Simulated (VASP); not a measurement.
# CaS (Oldhamite) (Fm-3m) in VASP: single point with PBEsol

Aim: the single point of CaS (Oldhamite) with PBEsol.

Program: VASP 6.6.1. These are calculated values, not measurements. Logs are shortened: lines on timing, memory, paths and dates and some standing lists are left out, and cuts for length are marked.

## (1) The cell of the first run

Symmetry: Fm-3m, No. 225, cubic system. The conventional cell has a = 5.686 Å, b = 5.686 Å, c = 5.686 Å, α = 90.00°, β = 90.00°, γ = 90.00°. Ca (site symmetry m-3m) has 6 S at 2.84 Å within 3.7 Å. S (site symmetry m-3m) has 6 Ca at 2.84 Å within 3.7 Å.

## (2) Single point, PBEsol

The input, INCAR:

```
SYSTEM = CaS
PREC     = Accurate       ! precision mode
ENCUT    = 500            ! plane-wave cutoff, eV
EDIFF    = 1E-6           ! SCF threshold, eV
ISMEAR   = -1             ! smearing method
SIGMA    = 0.1            ! smearing width, eV
LREAL    = .FALSE.        ! projectors in reciprocal space
LASPH    = .TRUE.         ! aspherical terms in the spheres
NELM     = 120            ! most SCF steps
ALGO     = Normal         ! electronic algorithm
ISIF     = 2              ! what is computed and relaxed
LWAVE    = .FALSE.        ! write WAVECAR
LCHARG   = .FALSE.        ! write CHGCAR
GGA      = PS             ! functional
NBANDS   = 15             ! bands
GGA_COMPAT= .FALSE.
```

The input, KPOINTS:

```
regular mesh
0
G
  6 6 6
  0 0 0
```

The input, POSCAR:

```
CaS
1.0
    0.0000000000      2.8430000000      2.8430000000
    2.8430000000      0.0000000000      2.8430000000
    2.8430000000      2.8430000000      0.0000000000
Ca S
1 1
Direct
    0.0000000000      0.0000000000      0.0000000000
    0.5000000000      0.5000000000      0.5000000000
```

Potentials or basis: VASP PAW PBE potentials, release 64 (Ca_sv, S).

Started as:

```bash
cat potpaw_PBE.64/Ca_sv/POTCAR potpaw_PBE.64/S/POTCAR > POTCAR
mpirun -np 1 vasp_std > vasp.out
```

OUTCAR:

```text
SYSTEM = CaS
   PREC = Accurate
   ENCUT = 500
   EDIFF = 1E-6
   ISMEAR = -1
   LREAL = .FALSE.
   LASPH = .TRUE.
   NELM = 120
   ISIF = 2
   GGA = PS

 ion  position               nearest neighbor table
   1  0.000  0.000  0.000-   2 2.84   2 2.84   2 2.84   2 2.84   2 2.84   2 2.84
   2  0.500  0.500  0.500-   1 2.84   1 2.84   1 2.84   1 2.84   1 2.84   1 2.84

  LATTYP: Found a face centered cubic cell.
 ALAT       =     5.6860000000

  Lattice vectors:

 A1 = (   0.0000000000,   2.8430000000,   2.8430000000)
 A2 = (   2.8430000000,   0.0000000000,   2.8430000000)
 A3 = (   2.8430000000,   2.8430000000,   0.0000000000)

Analysis of symmetry for initial positions (statically):
=====================================================================
 Subroutine PRICEL returns:
 Original cell was already a primitive cell.

 Routine SETGRP: Setting up the symmetry group for a
 face centered cubic supercell.

 Subroutine GETGRP returns: Found 48 space group operations
 (whereof 48 operations were pure point group operations)
 out of a pool of 48 trial point group operations.

The static configuration has the point symmetry O_h .

Analysis of symmetry for dynamics (positions and initial velocities):
=====================================================================
 Subroutine PRICEL returns:
 Original cell was already a primitive cell.

 Routine SETGRP: Setting up the symmetry group for a
 face centered cubic supercell.

 Subroutine GETGRP returns: Found 48 space group operations
 (whereof 48 operations were pure point group operations)
 out of a pool of 48 trial point group operations.

The dynamic configuration has the point symmetry O_h .

 Subroutine INISYM returns: Found 48 space group operations
 (whereof 48 operations are pure point group operations),
 and found     1 'primitive' translations

----------------------------------------------------------------------------------------

                                     Primitive cell

  volume of cell :      45.9579

  direct lattice vectors                    reciprocal lattice vectors
     0.000000000  2.843000000  2.843000000    -0.175870559  0.175870559  0.175870559
     2.843000000  0.000000000  2.843000000     0.175870559 -0.175870559  0.175870559
     2.843000000  2.843000000  0.000000000     0.175870559  0.175870559 -0.175870559

  length of vectors
     4.020609158  4.020609158  4.020609158     0.304616744  0.304616744  0.304616744

  position of ions in fractional coordinates (direct lattice)
     0.000000000  0.000000000  0.000000000
     0.500000000  0.500000000  0.500000000

  ion indices of the primitive-cell ions
   primitive index   ion index
                 1           1
                 2           2

----------------------------------------------------------------------------------------

 KPOINTS: regular mesh

Automatic generation of k-mesh.
 Grid dimensions read from file:
 generate k-points for:    6    6    6

 Generating k-lattice:

  Cartesian coordinates                     Fractional coordinates (reciprocal lattice)
    -0.029311760  0.029311760  0.029311760     0.166666667  0.000000000  0.000000000
     0.029311760 -0.029311760  0.029311760     0.000000000  0.166666667  0.000000000
     0.029311760  0.029311760 -0.029311760     0.000000000  0.000000000  0.166666667

  Length of vectors
     0.050769457  0.050769457  0.050769457

  Shift w.r.t. Gamma in fractional coordinates (k-lattice)
     0.000000000  0.000000000  0.000000000

 Subroutine IBZKPT returns following result:
 ===========================================

 Found     16 irreducible k-points:

 Following reciprocal coordinates:
            Coordinates               Weight
  0.000000  0.000000  0.000000      1.000000
  0.166667  0.000000  0.000000      8.000000
  0.333333  0.000000  0.000000      8.000000
  0.500000  0.000000  0.000000      4.000000
  0.166667  0.166667  0.000000      6.000000
  0.333333  0.166667  0.000000     24.000000
[... 8 lines left out ...]
 -0.333333  0.333333  0.166667     24.000000
 -0.333333  0.500000  0.166667     12.000000
   k-points           NKPTS =     16   k-points in BZ     NKDIM =     16   number of bands    NBANDS=     15
   number of dos      NEDOS =    301   number of ions     NIONS =      2
   total plane-waves  NPLWV =  27000
   dimension x,y,z NGX =    30 NGY =   30 NGZ =   30
   dimension x,y,z NGXF=    60 NGYF=   60 NGZF=   60
   ions per type =               1   1
   NGX,Y,Z   is equivalent  to a cutoff of  12.40, 12.40, 12.40 a.u.
   NGXF,Y,Z  is equivalent  to a cutoff of  24.81, 24.81, 24.81 a.u.
 SYSTEM =  CaS
   PREC   = accura    normal or accurate (medium, high low for compatibility)
   ISTART =      0    job   : 0-new  1-cont  2-samecut
   ICHARG =      2    charge: 1-file 2-atom 10-const
   ISPIN  =      1    spin polarized calculation?
   LNONCOLLINEAR =      F non collinear calculations
   LSORBIT =      F    spin-orbit coupling
   LASPH  =      T    aspherical Exc in radial PAW
   ENCUT  =  500.0 eV  36.75 Ry    6.06 a.u.   7.33  7.33  7.33*2*pi/ulx,y,z
   NELM   =    120;   NELMIN=  2; NELMDL= -5     # of ELM steps
   EDIFF  = 0.1E-05   stopping-criterion for ELM
   LREAL  =      F    real-space projection
   EDIFFG = 0.1E-04   stopping-criterion for IOM
   NSW    =      0    number of steps for IOM
   IBRION =     -1    ionic relax: 0-MD 1-quasi-New 2-CG
   NFREE  =      0    steps in history (QN), initial steepest desc. (CG)
   ISIF   =      2    stress and relaxation
   ISYM   =      2    0-nonsym 1-usesym 2-fastsym
   POTIM  = 0.5000    time-step for ionic-motion
   TEBEG  =    0.0;   TEEND  =   0.0 temperature during run
   PSTRESS=    0.0 pullay stress
   NELECT =      16.0000    total number of electrons
   NUPDOWN=      -1.0000    fix difference up-down
   EMIN   =  10.00;   EMAX   =-10.00  energy-range for DOS
   EFERMI =   0.00;   METHOD = LEGACY
   ISMEAR =    -1;   SIGMA  =   0.10  broadening in eV -4-tet -1-fermi 0-gaus
   EFERMI_NEDOS =   21; number of points for ismear=-14 and -15
   IALGO  =     38    algorithm
   IMIX   =      4    mixing-type and parameters
     AMIX     =   0.40;   BMIX     =  1.00
     AMIX_MAG =   1.60;   BMIX_MAG =  1.00
  volume/ion in A,a.u.               =      22.98       155.07
  Fermi-wavevector in a.u.,A,eV,Ry     =   1.151670  2.176340 18.045996  1.326343
  Thomas-Fermi vector in A             =   2.288326
   LORBIT       =      0    0 simple, 1 ext, 2 COOP (PROOUT), +10 PAW based schemes
   GGA     = PS    functional components
   LHFCALC =     F    Hartree Fock is set to
   AEXX    =    0.0000 exact exchange contribution
   IVDW    =     0    specifies the selected vdW correction
   LEPSILON=     F    determine dielectric tensor
   LRPA    =     F    only Hartree local field effects (RPA)
 non-spin polarized calculation
  energy-cutoff  :      500.00
  volume of cell :       45.96
 maximum number of plane-waves:      1211
 NGX is ok and might be reduce to    30
   NGX = 15   NGY = 15   NGZ = 15

 number of electron      16.0000004 magnetization

 Free energy of the ion-electron system (eV)
  ---------------------------------------------------
  ext. energy  EPLUGINS =         0.00000000
  ---------------------------------------------------
  free energy    TOTEN  =       -10.91074770 eV

  energy without entropy =      -10.91074647  energy(sigma->0) =      -10.91074709

 E-fermi :   3.8039     XC(G=0):  -9.5263

 val. band max:        2.6831308784   @ k =   0.0000   0.0000   0.0000
 cond. band min:       4.9050276353   @ k =   0.5000   0.5000   0.0000
 fundamental gap:      2.2218967569
 Fermi energy:         3.8038923590

 k-point     1 :       0.0000    0.0000    0.0000
  band No.  band energies     occupation
      1     -36.2965      2.00000
      2     -17.3589      2.00000
      3     -17.3589      2.00000
      4     -17.3589      2.00000
      5      -8.6626      2.00000
      6       2.6831      1.99997
      7       2.6831      1.99997
      8       2.6831      1.99997
      9       6.6809      0.00000
     10       6.7684      0.00000
     11       6.7684      0.00000
     12       6.7684      0.00000
     13       7.4010      0.00000
     14       7.4010      0.00000
     15      13.3305      0.00000

 k-point     2 :       0.1667    0.0000    0.0000
  band No.  band energies     occupation
      1     -36.2934      2.00000
      2     -17.4045      2.00000
      3     -17.3623      2.00000
      4     -17.3623      2.00000
      5      -8.4701      2.00000
      6       1.6027      2.00000
      7       2.3040      2.00000
      8       2.3040      2.00000
      9       6.7553      0.00000
     10       7.1669      0.00000
     11       7.1669      0.00000
     12       7.9517      0.00000
     13       8.1159      0.00000
     14       8.1159      0.00000
     15      13.4704      0.00000

 k-point     3 :       0.3333    0.0000    0.0000
  band No.  band energies     occupation
      1     -36.2873      2.00000
      2     -17.4933      2.00000
      3     -17.3693      2.00000
      4     -17.3693      2.00000
      5      -8.0522      2.00000
      6       0.1235      2.00000
      7       1.7296      2.00000
      8       1.7296      2.00000
      9       7.1022      0.00000
     10       8.1190      0.00000
     11       8.1190      0.00000
     12       9.2768      0.00000
     13       9.6529      0.00000
     14       9.6529      0.00000
     15      12.8609      0.00000
[... 199 lines left out ...]
 k-point    15 :      -0.3333    0.3333    0.1667
  band No.  band energies     occupation
      1     -36.2814      2.00000
      2     -17.4828      2.00000
      3     -17.4306      2.00000
      4     -17.3978      2.00000
      5      -7.8780      2.00000
      6       0.2952      2.00000
      7       0.9919      2.00000
      8       1.4103      2.00000
      9       7.5054      0.00000
     10       7.6340      0.00000
     11       9.1425      0.00000
     12       9.2942      0.00000
     13       9.3373      0.00000
     14      11.2869      0.00000
     15      11.9873      0.00000

 k-point    16 :      -0.3333    0.5000    0.1667
  band No.  band energies     occupation
      1     -36.2804      2.00000
      2     -17.4694      2.00000
      3     -17.4301      2.00000
      4     -17.4186      2.00000
      5      -7.9284      2.00000
      6       0.5696      2.00000
      7       1.2363      2.00000
      8       1.2652      2.00000
      9       6.2578      0.00000
     10       8.5455      0.00000
     11       8.5528      0.00000
     12       9.2068      0.00000
     13       9.4841      0.00000
     14      10.4793      0.00000
     15      12.6081      0.00000

------------------------ aborting loop because EDIFF is reached ----------------------------------------

  FORCE on cell =-STRESS in cart. coord.  units (eV):
  Direction    XX          YY          ZZ          XY          YZ          ZX
  --------------------------------------------------------------------------------------
  -------------------------------------------------------------------------------------
  Total       -0.4165020     -0.4165020     -0.4165020      0.0000000      0.0000000     -0.0000000
  in kB      -14.5200172    -14.5200172    -14.5200172      0.0000000      0.0000000     -0.0000000
  external PRESSURE =     -14.5200172 kB  Pullay stress =       0.0000000 kB

 VOLUME and BASIS-vectors are now :
 -----------------------------------------------------------------------------
  energy-cutoff  :      500.00
  volume of cell :       45.96
      direct lattice vectors                 reciprocal lattice vectors
     0.000000000  2.843000000  2.843000000    -0.175870559  0.175870559  0.175870559
     2.843000000  0.000000000  2.843000000     0.175870559 -0.175870559  0.175870559
     2.843000000  2.843000000  0.000000000     0.175870559  0.175870559 -0.175870559

 POSITION                                       TOTAL-FORCE (eV/Angst)
 -----------------------------------------------------------------------------------
      0.00000      0.00000      0.00000        -0.000000     -0.000000      0.000000
      2.84300      2.84300      2.84300         0.000000      0.000000      0.000000
 -----------------------------------------------------------------------------------
    total drift:                               -0.000000      0.000000      0.000000

  FREE ENERGIE OF THE ION-ELECTRON SYSTEM (eV)
  ---------------------------------------------------
  free  energy   TOTEN  =       -10.9107476996 eV

  energy  without entropy=      -10.9107464723  energy(sigma->0) =      -10.91074709
```

Wall time 12 s (1 thread of Intel Xeon 6975P-C, shared host); peak memory 0.17 GiB.

What came out:

```yaml
Free_energy: -10.9107 eV
Pressure: -1.5 GPa
Band_gap_on_the_k_mesh: 2.22 eV, indirect (least direct gap 3.05 eV)
```

Levels at points of the mesh, in eV from the valence-band top:
| k point | band 5 | band 6 | band 7 | band 8 | band 9 | band 10 | band 11 | band 12 |
| --- | --- | --- | --- | --- | --- | --- | --- | --- |
| (0.00, 0.00, 0.00) | -11.35 | 0.00 | 0.00 | 0.00 | 4.00 | 4.09 | 4.09 | 4.09 |
| (0.50, 0.00, 0.00) | -10.50 | -3.18 | -1.19 | -1.19 | 5.06 | 6.03 | 6.18 | 6.18 |
| (0.50, 0.50, 0.00) | -10.70 | -2.33 | -0.82 | -0.82 | 2.22 | 5.59 | 5.91 | 6.78 |

Caveat: the PAW data sets were made with another functional, which shifts forces and pressure a little. A k mesh can miss the band edges.
